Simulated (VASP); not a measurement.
**Mo: single point with PBE**

Mo:

```
Mo
1.0
    -1.58022    1.58022   -1.58022
    -1.58022   -1.58022    1.58022
     0.00000    6.10875    6.10875
Mo
4
Direct
  0.00000 0.00000 0.90539
  0.50000 0.50000 0.12934
  0.00000 0.00000 0.38802
  0.50000 0.50000 0.64670
```

This cell differs from its parent crystal: the distance across one plane changed.

```
Program                : VASP 6.6.1
Task                   : single point
Functional             : PBE
Potentials or basis    : VASP PAW PBE potentials, release 64 (Mo_sv)
Cutoff                 : 520 eV
k mesh                 : 23 × 23 × 7
Occupations            : gaussian, width 0.15 eV
Spin                   : no spin polarisation
Dipole correction      : no
Further INCAR settings : ALGO = Fast; EDIFF = 1e-06; NBANDS = 36
```

```json
{
  "Pressure": "12.8 GPa",
  "Largest force": "2.886 eV/Å",
  "Band gap on the k mesh": "zero (bands 28 and 29 overlap by 2.89 eV)"
}
```

Forces on the atoms (eV/Å):
```
Mo   0.000 -2.041 -2.041
Mo   0.000  2.041  2.041
Mo   0.000  0.109  0.109
Mo   0.000 -0.109 -0.109
```

Stress tensor (GPa, compression positive):
```
 8.93  0.00  0.00
 0.00 14.71  4.41
 0.00  4.41 14.71
```

Levels at points of the mesh, in eV from the Fermi level:
```
           k point  band 24  band 25  band 26  band 27  band 28  band 29  band 30  band 31  band 32  band 33
(0.00, 0.00, 0.00)    -1.93    -1.80    -1.52    -1.15    -0.92     0.59     0.95     1.18     1.34     1.47
```

Wall time 8.8 min on 1 thread of Intel(R) Xeon(R) 6975P-C (Granite Rapids) (shared host), peak memory 0.85 GiB.

Caveat: the cell differs from its parent crystal (the distance across one plane changed); the cell stands under pressure; forces of over 1 eV/Å act on the atoms, so gaps and moduli don't describe the material at rest.
